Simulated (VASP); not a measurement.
# K2S (Fm-3m) in VASP: notebook

Runs on K2S. Level: r2SCAN. Tasks: single point.

All numbers are computed with VASP 6.6.1; they aren't measurements. Logs are shortened: lines on timing, memory, paths and dates and some standing lists are left out, and cuts for length are marked.

## Step 1: The cell of the first run

The structure is cubic, space group Fm-3m (No. 225). Conventional cell: a = 6.597 Å, b = 6.597 Å, c = 6.597 Å, α = 90.00°, β = 90.00°, γ = 90.00°. K (site symmetry -43m) has 4 S at 2.86 Å and 6 K at 3.30 Å within 3.8 Å. Within 3.8 Å of S (site symmetry m-3m) lie 8 K at 2.86 Å.

## Step 2: Single point, r2SCAN

POSCAR

```
K2S
1.0
    3.2987237897      3.2987237897      0.0000000000
   -3.2987237897      3.2987237897      0.0000000000
    0.0000000000      3.2987237897      3.2987237897
K S
2 1
Direct
    0.2500000000      0.7500000000      0.5000000000
    0.7500000000      0.2500000000      0.5000000000
    0.0000000000      0.0000000000      0.0000000000
```

INCAR.step1

```
ALGO     = Normal         # electronic algorithm
EDIFF    = 1E-5           # SCF threshold, eV
ENCUT    = 550            # plane-wave cutoff, eV
GGA      = PE             # functional
GGA_COMPAT= F            
ISMEAR   = 0              # smearing method
LASPH    = T              # aspherical terms in the spheres
LCHARG   = F              # write CHGCAR
LREAL    = F              # projectors in reciprocal space
LWAVE    = T              # write WAVECAR
NBANDS   = 19             # bands
NELM     = 120            # most SCF steps
PREC     = Accurate       # precision mode
SIGMA    = 0.01           # smearing width, eV
```

INCAR.step2

```
ALGO     = Normal         # electronic algorithm
EDIFF    = 1E-6           # SCF threshold, eV
ENCUT    = 550            # plane-wave cutoff, eV
GGA_COMPAT= F            
ISIF     = 2              # what is computed and relaxed
ISMEAR   = 0              # smearing method
ISTART   = 1            
LASPH    = T              # aspherical terms in the spheres
LCHARG   = F              # write CHGCAR
LMIXTAU  = T            
LREAL    = F              # projectors in reciprocal space
LWAVE    = F              # write WAVECAR
METAGGA  = R2SCAN         # meta-GGA
NBANDS   = 19             # bands
NELM     = 120            # most SCF steps
PREC     = Accurate       # precision mode
SIGMA    = 0.01           # smearing width, eV
```

KPOINTS

```
k-points
0
Gamma
  6 6 6
```

Potentials or basis: VASP PAW PBE potentials, release 64 (K_sv, S).

Launch:

```console
> cat potpaw_PBE.64/K_sv/POTCAR potpaw_PBE.64/S/POTCAR > POTCAR
> cp INCAR.step1 INCAR
> mpirun -np 1 vasp_std > vasp.out
> cp INCAR.step2 INCAR
> mpirun -np 1 vasp_std > vasp.out
```

OUTCAR:

```text
EDIFF = 1E-6
   ENCUT = 550
   ISIF = 2
   ISMEAR = 0
   ISTART = 1
   LASPH = T
   LREAL = F
   METAGGA = R2SCAN
   NELM = 120
   PREC = Accurate

 ion  position               nearest neighbor table
   1  0.250  0.750  0.500-   3 2.86   3 2.86   3 2.86   3 2.86   2 3.30   2 3.30   2 3.30   2 3.30
                             2 3.30   2 3.30
   2  0.750  0.250  0.500-   3 2.86   3 2.86   3 2.86   3 2.86   1 3.30   1 3.30   1 3.30   1 3.30
                             1 3.30   1 3.30
   3  0.000  0.000  0.000-   2 2.86   1 2.86   1 2.86   2 2.86   1 2.86   2 2.86   2 2.86   1 2.86

  LATTYP: Found a face centered cubic cell.
 ALAT       =     6.5974475794

  Lattice vectors:

 A1 = (   0.0000000000,   3.2987237897,   3.2987237897)
 A2 = (   3.2987237897,   0.0000000000,   3.2987237897)
 A3 = (   3.2987237897,   3.2987237897,   0.0000000000)

Analysis of symmetry for initial positions (statically):
=====================================================================
 Subroutine PRICEL returns:
 Original cell was already a primitive cell.

 Routine SETGRP: Setting up the symmetry group for a
 face centered cubic supercell.

 Subroutine GETGRP returns: Found 48 space group operations
 (whereof 48 operations were pure point group operations)
 out of a pool of 48 trial point group operations.

The static configuration has the point symmetry O_h .

Analysis of symmetry for dynamics (positions and initial velocities):
=====================================================================
 Subroutine PRICEL returns:
 Original cell was already a primitive cell.

 Routine SETGRP: Setting up the symmetry group for a
 face centered cubic supercell.

 Subroutine GETGRP returns: Found 48 space group operations
 (whereof 48 operations were pure point group operations)
 out of a pool of 48 trial point group operations.

The dynamic configuration has the point symmetry O_h .

 Subroutine INISYM returns: Found 48 space group operations
 (whereof 48 operations are pure point group operations),
 and found     1 'primitive' translations

----------------------------------------------------------------------------------------

                                     Primitive cell

  volume of cell :      71.7906

  direct lattice vectors                    reciprocal lattice vectors
     3.298723790  3.298723790  0.000000000     0.151573770  0.151573770 -0.151573770
    -3.298723790  3.298723790  0.000000000    -0.151573770  0.151573770 -0.151573770
     0.000000000  3.298723790  3.298723790     0.000000000  0.000000000  0.303147539

  length of vectors
     4.665099922  4.665099922  4.665099922     0.262533470  0.262533470  0.303147539

  position of ions in fractional coordinates (direct lattice)
     0.250000000  0.750000000  0.500000000
     0.750000000  0.250000000  0.500000000
     0.000000000  0.000000000  0.000000000

  ion indices of the primitive-cell ions
   primitive index   ion index
                 1           1
                 2           2
                 3           3

----------------------------------------------------------------------------------------

 KPOINTS: k-points

Automatic generation of k-mesh.
 Grid dimensions read from file:
 generate k-points for:    6    6    6

 Generating k-lattice:

  Cartesian coordinates                     Fractional coordinates (reciprocal lattice)
     0.025262295  0.025262295 -0.025262295     0.166666667  0.000000000  0.000000000
    -0.025262295  0.025262295 -0.025262295     0.000000000  0.166666667  0.000000000
     0.000000000  0.000000000  0.050524590     0.000000000  0.000000000  0.166666667

  Length of vectors
     0.043755578  0.043755578  0.050524590

  Shift w.r.t. Gamma in fractional coordinates (k-lattice)
     0.000000000  0.000000000  0.000000000

 Subroutine IBZKPT returns following result:
 ===========================================

 Found     16 irreducible k-points:

 Following reciprocal coordinates:
            Coordinates               Weight
  0.000000  0.000000  0.000000      1.000000
  0.166667  0.000000  0.000000      8.000000
  0.333333  0.000000  0.000000      8.000000
  0.500000  0.000000  0.000000      4.000000
  0.166667  0.166667  0.000000     12.000000
  0.333333  0.166667  0.000000     24.000000
[... 8 lines left out ...]
  0.500000  0.333333  0.166667     24.000000
  0.500000  0.500000  0.166667     12.000000
   k-points           NKPTS =     16   k-points in BZ     NKDIM =     16   number of bands    NBANDS=     19
   number of dos      NEDOS =    301   number of ions     NIONS =      3
   total plane-waves  NPLWV =  46656
   dimension x,y,z NGX =    36 NGY =   36 NGZ =   36
   dimension x,y,z NGXF=    72 NGYF=   72 NGZF=   72
   ions per type =               2   1
   NGX,Y,Z   is equivalent  to a cutoff of  12.83, 12.83, 12.83 a.u.
   NGXF,Y,Z  is equivalent  to a cutoff of  25.66, 25.66, 25.66 a.u.
 SYSTEM =  unknown system
   PREC   = accura    normal or accurate (medium, high low for compatibility)
   ISTART =      1    job   : 0-new  1-cont  2-samecut
   ICHARG =      0    charge: 1-file 2-atom 10-const
   ISPIN  =      1    spin polarized calculation?
   LNONCOLLINEAR =      F non collinear calculations
   LSORBIT =      F    spin-orbit coupling
   LASPH  =      T    aspherical Exc in radial PAW
   ENCUT  =  550.0 eV  40.42 Ry    6.36 a.u.   8.92  8.92  8.92*2*pi/ulx,y,z
   NELM   =    120;   NELMIN=  2; NELMDL=  0     # of ELM steps
   EDIFF  = 0.1E-05   stopping-criterion for ELM
   LREAL  =      F    real-space projection
   EDIFFG = 0.1E-04   stopping-criterion for IOM
   NSW    =      0    number of steps for IOM
   IBRION =     -1    ionic relax: 0-MD 1-quasi-New 2-CG
   NFREE  =      0    steps in history (QN), initial steepest desc. (CG)
   ISIF   =      2    stress and relaxation
   ISYM   =      2    0-nonsym 1-usesym 2-fastsym
   POTIM  = 0.5000    time-step for ionic-motion
   TEBEG  =    0.0;   TEEND  =   0.0 temperature during run
   PSTRESS=    0.0 pullay stress
   NELECT =      24.0000    total number of electrons
   NUPDOWN=      -1.0000    fix difference up-down
   EMIN   =  10.00;   EMAX   =-10.00  energy-range for DOS
   EFERMI =   0.00;   METHOD = LEGACY
   ISMEAR =     0;   SIGMA  =   0.01  broadening in eV -4-tet -1-fermi 0-gaus
   EFERMI_NEDOS =   21; number of points for ismear=-14 and -15
   IALGO  =     38    algorithm
   IMIX   =      4    mixing-type and parameters
     AMIX     =   0.40;   BMIX     =  1.00
     AMIX_MAG =   1.60;   BMIX_MAG =  1.00
  volume/ion in A,a.u.               =      23.93       161.49
  Fermi-wavevector in a.u.,A,eV,Ry     =   1.136203  2.147112 17.564542  1.290957
  Thomas-Fermi vector in A             =   2.272908
   LORBIT       =      0    0 simple, 1 ext, 2 COOP (PROOUT), +10 PAW based schemes
   METAGGA = R2SCAN    functional components
   LHFCALC =     F    Hartree Fock is set to
   AEXX    =    0.0000 exact exchange contribution
   IVDW    =     0    specifies the selected vdW correction
   LEPSILON=     F    determine dielectric tensor
   LRPA    =     F    only Hartree local field effects (RPA)
 non-spin polarized calculation
 Gauss-broadening in eV      SIGMA  =   0.01
  energy-cutoff  :      550.00
  volume of cell :       71.79
 maximum number of plane-waves:      2126
   NGX = 17   NGY = 17   NGZ = 17

 number of electron      23.9999998 magnetization

 Free energy of the ion-electron system (eV)
  ---------------------------------------------------
  ext. energy  EPLUGINS =         0.00000000
  ---------------------------------------------------
  free energy    TOTEN  =       -22.76800477 eV

  energy without entropy =      -22.76800477  energy(sigma->0) =      -22.76800477

 E-fermi :   1.0812     XC(G=0):  -9.2045

 val. band max:        0.9728391947   @ k =   0.5000   0.5000   0.0000
 cond. band min:       4.5528910291   @ k =   0.5000   0.5000   0.0000
 fundamental gap:      3.5800518344
 Fermi energy:         1.0811713504

 k-point     1 :       0.0000    0.0000    0.0000
  band No.  band energies     occupation
      1     -29.1360      2.00000
      2     -28.8347      2.00000
      3     -12.0870      2.00000
      4     -12.0870      2.00000
      5     -12.0870      2.00000
      6     -11.5159      2.00000
[... 11 lines left out ...]
     18      10.1835      0.00000
     19      11.7394      0.00000

 k-point     2 :       0.1667    0.0000    0.0000
  band No.  band energies     occupation
      1     -29.1143      2.00000
      2     -28.8535      2.00000
      3     -12.0968      2.00000
      4     -12.0580      2.00000
      5     -12.0580      2.00000
      6     -11.7215      2.00000
[... 11 lines left out ...]
     18      10.1463      0.00000
     19      11.4924      0.00000

 k-point     3 :       0.3333    0.0000    0.0000
  band No.  band energies     occupation
      1     -29.0562      2.00000
      2     -28.9058      2.00000
      3     -12.2408      2.00000
      4     -11.9730      2.00000
      5     -11.9730      2.00000
      6     -11.8996      2.00000
[... 11 lines left out ...]
     18       9.8535      0.00000
     19      10.2704      0.00000

 k-point     4 :       0.5000    0.0000    0.0000
  band No.  band energies     occupation
      1     -28.9800      2.00000
      2     -28.9790      2.00000
      3     -12.3608      2.00000
      4     -11.9101      2.00000
      5     -11.8624      2.00000
      6     -11.8624      2.00000
[... 231 lines left out ...]
     18      10.0101      0.00000
     19      10.4684      0.00000

 k-point    15 :       0.5000    0.3333    0.1667
  band No.  band energies     occupation
      1     -28.9772      2.00000
      2     -28.9769      2.00000
      3     -12.7292      2.00000
      4     -12.3058      2.00000
      5     -11.8807      2.00000
      6     -11.8713      2.00000
[... 11 lines left out ...]
     18       9.9210      0.00000
     19      10.7003      0.00000

 k-point    16 :       0.5000    0.5000    0.1667
  band No.  band energies     occupation
      1     -29.0009      2.00000
      2     -28.9514      2.00000
      3     -12.8324      2.00000
      4     -12.3538      2.00000
      5     -12.0856      2.00000
      6     -11.6422      2.00000
[... 11 lines left out ...]
     18      10.0161      0.00000
     19      10.5253      0.00000

------------------------ aborting loop because EDIFF is reached ----------------------------------------

  FORCE on cell =-STRESS in cart. coord.  units (eV):
  Direction    XX          YY          ZZ          XY          YZ          ZX
  --------------------------------------------------------------------------------------
  -------------------------------------------------------------------------------------
  Total        6.8118551      6.8118551      6.8118551      0.0000000     -0.0000000     -0.0000000
  in kB      152.0225903    152.0225903    152.0225903      0.0000000     -0.0000000     -0.0000000
  external PRESSURE =     152.0225903 kB  Pullay stress =       0.0000000 kB

 VOLUME and BASIS-vectors are now :
 -----------------------------------------------------------------------------
  energy-cutoff  :      550.00
  volume of cell :       71.79
      direct lattice vectors                 reciprocal lattice vectors
     3.298723790  3.298723790  0.000000000     0.151573770  0.151573770 -0.151573770
    -3.298723790  3.298723790  0.000000000    -0.151573770  0.151573770 -0.151573770
     0.000000000  3.298723790  3.298723790     0.000000000  0.000000000  0.303147539

 POSITION                                       TOTAL-FORCE (eV/Angst)
 -----------------------------------------------------------------------------------
     -1.64936      4.94809      1.64936        -0.000000      0.000000      0.000000
      1.64936      4.94809      1.64936         0.000000     -0.000000     -0.000000
      0.00000      0.00000      0.00000         0.000000     -0.000000      0.000000
 -----------------------------------------------------------------------------------
    total drift:                               -0.000000      0.000000     -0.000000

  FREE ENERGIE OF THE ION-ELECTRON SYSTEM (eV)
  ---------------------------------------------------
  free  energy   TOTEN  =       -22.7680047667 eV

  energy  without entropy=      -22.7680047667  energy(sigma->0) =      -22.76800477
```

It took 73 s on 1 thread of AMD EPYC 9R45 (Zen 5), shared host; peak memory 0.19 GiB.

Results:

| Item | Value |
| --- | --- |
| Free energy | -22.7680 eV |
| Pressure | 15.2 GPa |
| Band gap on the k mesh | 3.58 eV |

Caveat: the cell stands under pressure; the PAW data sets were made with another functional, which shifts forces and pressure a little. A k mesh can miss the band edges.

## Step 3: Single point, r2SCAN

This run uses another cell than the first one, of 25.79 Å³/atom.

POSCAR

```
K2S
1.0
    3.3818926334      3.3818926334      0.0000000000
   -3.3818926334      3.3818926334      0.0000000000
    0.0000000000      3.3818926334      3.3818926334
K S
2 1
Direct
    0.2500000000      0.7500000000      0.5000000000
    0.7500000000      0.2500000000      0.5000000000
    0.0000000000      0.0000000000      0.0000000000
```

INCAR.step1

```
SYSTEM = K2S
  PREC = Accurate
  ENCUT = 550
  ISMEAR = 0
  SIGMA = 0.01
  LREAL = .False.
  LASPH = .True.
  NELM = 120
  NBANDS = 19
  GGA = PE
  ALGO = Normal
  EDIFF = 1E-5
  LWAVE = .True.
  LCHARG = .False.
  GGA_COMPAT = .False.
```

INCAR.step2

```
SYSTEM = K2S
  PREC = Accurate
  ENCUT = 550
  EDIFF = 1E-6
  ISMEAR = 0
  SIGMA = 0.01
  LREAL = .False.
  LASPH = .True.
  NELM = 120
  ALGO = Normal
  ISIF = 2
  LWAVE = .False.
  LCHARG = .True.
  METAGGA = R2SCAN
  LMIXTAU = .True.
  LELF = .True.
  LVHAR = .True.
  NBANDS = 19
  ISTART = 1
  GGA_COMPAT = .False.
```

KPOINTS

```
regular mesh
0
Gamma
  6 6 6
  0 0 0
```

Potentials or basis: VASP PAW PBE potentials, release 64 (K_sv, S).

Launch:

```console
> cat potpaw_PBE.64/K_sv/POTCAR potpaw_PBE.64/S/POTCAR > POTCAR
> cp INCAR.step1 INCAR
> mpirun -np 1 vasp_std > vasp.out
> cp INCAR.step2 INCAR
> mpirun -np 1 vasp_std > vasp.out
```

Wall time 93 s (1 thread of AMD EPYC 9R45 (Zen 5), shared host); peak memory 0.22 GiB.

Results (log left out):

| Quantity | Value |
| --- | --- |
| Free energy | -23.2056 eV |
| Pressure | 10.2 GPa |
| Band gap on the k mesh | 3.45 eV (least direct gap 3.65 eV) |

Levels at points of the mesh, in eV from the valence-band top:
```
           k point  band 8  band 9  band 10  band 11  band 12  band 13  band 14  band 15  band 16  band 17
(0.00, 0.00, 0.00)  -12.56  -10.38    -0.57    -0.57    -0.57     3.45     5.80     5.80     8.95     8.95
(0.50, 0.00, 0.00)  -12.81   -9.79    -0.76    -0.25    -0.25     5.33     6.52     6.52     6.96     8.65
(0.50, 0.50, 0.00)  -12.41   -9.72    -1.06     0.00     0.00     3.65     6.30     7.37     8.62     8.94
```

Caveat: the cell stands under pressure; the PAW data sets were made with another functional, which shifts forces and pressure a little.
